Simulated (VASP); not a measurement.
# BN (P6_3/mmc) in VASP: further runs, part 2 of 2

VASP 6.6.1. Earlier steps stand in the parts before.

**3. Relaxation of cell and atoms, PBE**

This run uses another cell than the first one, of 8.97 Å³/atom, 0.784 times its volume.

Contents of INCAR:

```
PREC = Accurate
ENCUT = 600
EDIFF = 1E-6
ISMEAR = 0
SIGMA = 0.01
LREAL = F
LASPH = T
NELM = 100
ALGO = Normal
ISIF = 3
LWAVE = F
LCHARG = F
GGA = PE
IBRION = 2
NSW = 80
EDIFFG = -0.01
```

Contents of KPOINTS:

```
regular mesh
0
Gamma
  12 12 4
```

Contents of POSCAR:

```
BN
1.0
    2.4982400000      0.0000000000      0.0000000000
   -1.2491200000      2.1635390000      0.0000000000
    0.0000000000      0.0000000000      6.6357000000
B N
2 2
Direct
    0.3333333333      0.6666666667      0.2500000000
    0.6666666667      0.3333333333      0.7500000000
    0.3333333333      0.6666666667      0.7500000000
    0.6666666667      0.3333333333      0.2500000000
```

Potentials or basis: VASP PAW PBE potentials, release 64 (B, N).

Command:

```sh
$ cat potpaw_PBE.64/B/POTCAR potpaw_PBE.64/N/POTCAR > POTCAR
$ mpirun -np 1 vasp_std > vasp.out
```

OUTCAR:

```text
PREC = Accurate
   ENCUT = 600
   EDIFF = 1E-6
   ISMEAR = 0
   LREAL = F
   LASPH = T
   NELM = 100
   ISIF = 3
   GGA = PE
   IBRION = 2
   NSW = 80
   EDIFFG = -0.01

 ion  position               nearest neighbor table
   1  0.333  0.667  0.250-   4 1.44   4 1.44   4 1.44
   2  0.667  0.333  0.750-   3 1.44   3 1.44   3 1.44
   3  0.333  0.667  0.750-   2 1.44   2 1.44   2 1.44
   4  0.667  0.333  0.250-   1 1.44   1 1.44   1 1.44

  LATTYP: Found a hexagonal cell.
 ALAT       =     2.4982400000
 C/A-ratio  =     2.6561499296

  Lattice vectors:

 A1 = (   2.4982400000,   0.0000000000,   0.0000000000)
 A2 = (  -1.2491200000,   2.1635390000,   0.0000000000)
 A3 = (   0.0000000000,   0.0000000000,   6.6357000000)

Analysis of symmetry for initial positions (statically):
=====================================================================
 Subroutine PRICEL returns:
 Original cell was already a primitive cell.

 Routine SETGRP: Setting up the symmetry group for a
 hexagonal supercell.

 Subroutine GETGRP returns: Found 24 space group operations
 (whereof 12 operations were pure point group operations)
 out of a pool of 24 trial point group operations.

[... 168 lines left out ...]
  free energy    TOTEN  =       -35.15342199 eV

  energy without entropy =      -35.15342199  energy(sigma->0) =      -35.15342199

------------------------ aborting loop because EDIFF is reached ----------------------------------------

  FORCE on cell =-STRESS in cart. coord.  units (eV):
  Direction    XX          YY          ZZ          XY          YZ          ZX
  --------------------------------------------------------------------------------------
  -------------------------------------------------------------------------------------
  Total        1.3655696      1.3655692      0.6170556      0.0000000     -0.0000000      0.0000000
  in kB       61.0012592     61.0012420     27.5644454      0.0000000     -0.0000000      0.0000000
  external PRESSURE =      49.8556489 kB  Pullay stress =       0.0000000 kB
[... 824 lines left out ...]
      1     -14.0151      2.00000
      2     -13.9300      2.00000
      3      -5.1585      2.00000
      4      -5.1297      2.00000
      5      -1.8700      2.00000
      6      -1.8476      2.00000
      7      -1.2822      2.00000
      8      -0.4339      2.00000
      9       8.5658      0.00000
     10       8.9252      0.00000
     11      10.3267      0.00000
     12      11.7851      0.00000

 [... further k-points ...]

[... ionic steps 4 to 7 ...]

--------------------------------------- Ionic step        8  -------------------------------------------

 number of electron      16.0000000 magnetization

------------------------ aborting loop because EDIFF is reached ----------------------------------------
[... 71 lines left out ...]
--------------------------------------- Ionic step       10  -------------------------------------------

 number of electron      16.0000000 magnetization

 Free energy of the ion-electron system (eV)
  ---------------------------------------------------
  ext. energy  EPLUGINS =         0.00000000
  ---------------------------------------------------
  free energy    TOTEN  =       -35.19977533 eV

  energy without entropy =      -35.19977533  energy(sigma->0) =      -35.19977533

 E-fermi :   1.2976     XC(G=0):  -9.1337

 val. band max:        1.1907093340   @ k =   0.3333   0.3333   0.5000
 cond. band min:       5.6576415511   @ k =   0.5000   0.0000   0.0000
 fundamental gap:      4.4669322170
 Fermi energy:         1.2975769541
[... 391 lines left out ...]
  FREE ENERGIE OF THE ION-ELECTRON SYSTEM (eV)
  ---------------------------------------------------
  free  energy   TOTEN  =       -35.1997753344 eV

  energy  without entropy=      -35.1997753344  energy(sigma->0) =      -35.19977533

 reached required accuracy - stopping structural energy minimisation
```

OSZICAR:

```text
N       E                     dE             d eps       ncg     rms          rms(c)
DAV:   1     0.774867225624E+02    0.77487E+02   -0.90578E+03  1368   0.139E+03
[... 88 lines left out ...]
       N       E                     dE             d eps       ncg     rms          rms(c)
DAV:   1    -0.352064474699E+02   -0.12182E-01   -0.16460E-01  1552   0.428E+00    0.568E-01
DAV:   2    -0.352000367605E+02    0.64107E-02   -0.16321E-02  1592   0.116E+00    0.161E-01
DAV:   3    -0.351998351402E+02    0.20162E-03   -0.15982E-03  1568   0.338E-01    0.576E-02
DAV:   4    -0.351997856591E+02    0.49481E-04   -0.94530E-05  1744   0.955E-02    0.310E-02
DAV:   5    -0.351997752518E+02    0.10407E-04   -0.27975E-05  1656   0.428E-02    0.125E-02
DAV:   6    -0.351997753344E+02   -0.82618E-07   -0.33273E-06  1608   0.186E-02
  10 F= -.35199775E+02 E0= -.35199775E+02  d E =-.380009E-04
```

Run time: 2.1 min. Hardware: 1 thread of Intel Xeon Platinum 8259CL at 2.50GHz (Skylake/Cascade Lake), shared host; peak memory 0.16 GiB.

Results:

| Quantity | Value |
| --- | --- |
| Free energy | -35.1998 eV |
| Relaxed volume | 10.44 Å³/atom |
| Relaxed cell | a = 2.512 Å, b = 2.512 Å, c = 7.638 Å, α = 90.00°, β = 90.00°, γ = 120.00° |
| Space group after relaxing (to 0.05 Å) | P6_3/mmc (No. 194) |
| Energy gained by relaxing | 11.6 meV/atom |
| Ionic steps | 10 |
| Pressure after relaxing | 0.0 GPa |
| Band gap on the k mesh | 4.47 eV, indirect (least direct gap 4.65 eV) |

Step by step:
```
step  energy change (eV)  largest force (eV/Å)  pressure (GPa)  volume (Å³)
   1              0.0000                0.0000            4.99        35.87
   2              0.0154                0.0000           -6.41        37.33
   3             -0.0092                0.0000            0.44        36.42
   4             -0.0131                0.0000            0.40        36.66
   5             -0.0231                0.0000            0.34        37.41
   6             -0.0368                0.0000            0.27        38.90
   7             -0.0463                0.0000            0.25        41.87
   8             -0.0463                0.0000            0.26        41.70
   9             -0.0408                0.0000           -2.90        42.31
  10             -0.0464                0.0000            0.00        41.75
```

Final structure:
```yaml
crystal:
  lattice:
    - [2.51228, 0.00000, 0.00000]
    - [-1.25614, 2.17570, 0.00000]
    - [0.00000, 0.00000, 7.63815]
  atoms:
    - { symbol: B, position: [0.33333, 0.66667, 0.25000] }
    - { symbol: B, position: [0.66667, 0.33333, 0.75000] }
    - { symbol: N, position: [0.33333, 0.66667, 0.75000] }
    - { symbol: N, position: [0.66667, 0.33333, 0.25000] }
```

Levels at points of the mesh, in eV from the valence-band top:
| k point | band 4 | band 5 | band 6 | band 7 | band 8 | band 9 | band 10 | band 11 | band 12 |
| --- | --- | --- | --- | --- | --- | --- | --- | --- | --- |
| (0.00, 0.00, 0.00) | -4.66 | -1.35 | -1.35 | -1.34 | -1.34 | 4.62 | 8.68 | 11.50 | 11.50 |
| (0.50, 0.00, 0.00) | -8.83 | -4.12 | -4.11 | -1.12 | -0.68 | 4.47 | 5.17 | 9.40 | 9.88 |
| (0.00, 0.00, 0.50) | -5.21 | -1.34 | -1.34 | -1.34 | -1.34 | 6.27 | 6.27 | 11.52 | 11.52 |
| (0.50, 0.00, 0.50) | -8.85 | -4.11 | -4.11 | -0.90 | -0.90 | 4.75 | 4.75 | 9.73 | 9.73 |

Caveat: the volume moved by over 15 % at a fixed basis, so the end points are rough; this functional lacks dispersion, which binds the layers, so the pressure and a relaxed spacing across them are unreliable; the volume moved by +16 % from the deposited cell, more than functionals usually miss.
